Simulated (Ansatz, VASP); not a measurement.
## Two plane-wave programs on PbO

```
Pb O
1.0
     3.98240    0.00000    0.00000
     0.00000    3.98240    0.00000
     0.00000    0.00000    5.00858
Pb O
2 2
Direct
  0.00000 0.50000 0.23644
  0.50000 0.00000 0.76356
  0.50000 0.50000 0.00000
  0.00000 0.00000 0.00000
```

Alike in both runs: task relaxation of cell and atoms; functional PBEsol; k mesh 8 × 8 × 6; occupations gaussian, width 0.02 eV; no spin polarisation.

|  | VASP | Ansatz |
| --- | --- | --- |
| version | VASP 6.6.1 | Ansatz 0.2.0 |
| potentials or method | VASP PAW PBE potentials, release 64 (Pb_d, O), cutoff 600 eV | scalar-relativistic, plane waves, PAW |
| valence electrons in the cell | 40 | 40 |

Ansatz gave:

| Item | Value |
| --- | --- |
| gap on the k mesh at the Fermi level, each at its own relaxed structure (eV) | 1.22 |
| relaxed volume (Å³/atom) | 20.11 |
| relaxed cell length with the largest relative difference (Å) | 5.053 |

Question: What did VASP give for the same quantities?

Answer: gap on the k mesh at the Fermi level, each at its own relaxed structure (eV): 1.19; relaxed volume (Å³/atom): 20.00; relaxed cell length with the largest relative difference (Å): 5.018.

VASP's potentials were made for PBE, not for PBEsol.

Neither program's run includes spin-orbit coupling.
